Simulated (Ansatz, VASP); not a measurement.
Two plane-wave programs on Cu

```xyz
1
Lattice="0.2268 1.9277 1.9277 1.9277 0.2268 1.9277 1.9277 1.9277 0.2268" Properties=species:S:1:pos:R:3 pbc="T T T"
Cu    0.0000    0.0000    0.0000
```

Alike in both runs: task single point; functional PBEsol; k mesh 24 × 24 × 24; occupations gaussian, width 0.15 eV; no spin polarisation.

```csv
,VASP,Ansatz
version,VASP 6.6.1,Ansatz 0.2.0
potentials or method,"VASP PAW PBE potentials, release 64 (Cu), cutoff 520 eV","scalar-relativistic, plane waves, PAW"
valence electrons in the cell,11,19
```

|  | VASP | Ansatz | Ansatz less VASP |
| --- | --- | --- | --- |
| gap on the k mesh at the Fermi level (eV) | none | none | - |
| pressure (GPa) | 0.4 | -0.2 | -0.67 |
| traceless stress, the component that is largest in VASP (GPa) | -10.54 | -10.50 | +0.045 |

VASP's potentials were made for PBE, not for PBEsol. A gap of «none» marks a metal or a gap that the smearing closes. VASP's potentials hold 11 valence electrons a cell and Ansatz's 19, so a difference there can come from the potentials and not from the codes.
